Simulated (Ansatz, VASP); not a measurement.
# One calculation of AgCl, two programs

The input INCAR:

```
SYSTEM = AgCl
PREC = Accurate ; ENCUT = 520
EDIFF = 1E-7 ; ISMEAR = -1
SIGMA = 0.02 ; LREAL = .FALSE.
LASPH = .TRUE. ; NELM = 100
ALGO = Normal ; ISIF = 2
LWAVE = .FALSE. ; LCHARG = .TRUE.
GGA = PE ; LELF = .TRUE.
LVHAR = .TRUE. ; NBANDS = 16
```

File KPOINTS:

```
regular mesh
0
G
  8 8 8
  0 0 0
```

Contents of POSCAR:

```
AgCl
1.0
    0.0000000000      2.8017476059      2.7395832331
    2.8017476059      0.0000000000      2.7395832331
    2.8017476059      2.8017476059      0.0000000000
Ag Cl
1 1
Direct
    0.0000000000      0.0000000000      0.0000000000
    0.5000000000      0.5000000000      0.5000000000
```

Input for Ansatz:

```yaml
crystal:
  lattice:
    - [0.0, 2.8017476059, 2.7395832331]
    - [2.8017476059, 0.0, 2.7395832331]
    - [2.8017476059, 2.8017476059, 0.0]
  atoms:
    - { symbol: Ag, position: [0.0, 0.0, 0.0] }
    - { symbol: Cl, position: [0.5, 0.5, 0.5] }
kpoints:
  mp_grid: { grid: [8, 8, 8] }
  band_path:
    path:
      - [0.0, 0.0, 0.0]
      - [0.5, 0.0, 0.5]
      - [0.625, 0.25, 0.625]
      - [0.375, 0.375, 0.75]
      - [0.5, 0.5, 0.5]
      - [0.5, 0.25, 0.75]
      - [0.0375, 0.0375, 0.075]
    npoints: 1
hamiltonian:
  xc: pbe
scf:
  occupations: { method: fermi_dirac, width: 0.02 }
  n_extra_bands: 4
output:
  forces: true
  stress: true
  eigenvalues: true
```

Change from the starting cell: epitaxial_xy strain +1.0%.

Alike in both runs: task single point; functional PBE; k mesh 8 × 8 × 8; occupations fermi-dirac, width 0.02 eV; no spin polarisation.

|  | VASP | Ansatz |
| --- | --- | --- |
| version | VASP 6.6.1 | Ansatz 0.2.0 |
| potentials or method | VASP PAW PBE potentials, release 64 (Ag, Cl) | plane waves, PAW |
| plane-wave cutoff (eV) | 520 | 420 |
| valence electrons in the cell | 18 | 26 |

|  | VASP | Ansatz | Ansatz less VASP |
| --- | --- | --- | --- |
| gap on the k mesh at the Fermi level (eV) | 0.85 | 0.85 | +0.003 |
| pressure (GPa) | 1.1 | 1.2 | +0.14 |
| traceless stress, the component that is largest in VASP (GPa) | 0.33 | 0.35 | +0.013 |

The functional is the same, so the differences come from potentials, cutoffs and numerics. VASP's potentials hold 18 valence electrons a cell and Ansatz's 26, so a difference there can come from the potentials and not from the codes.
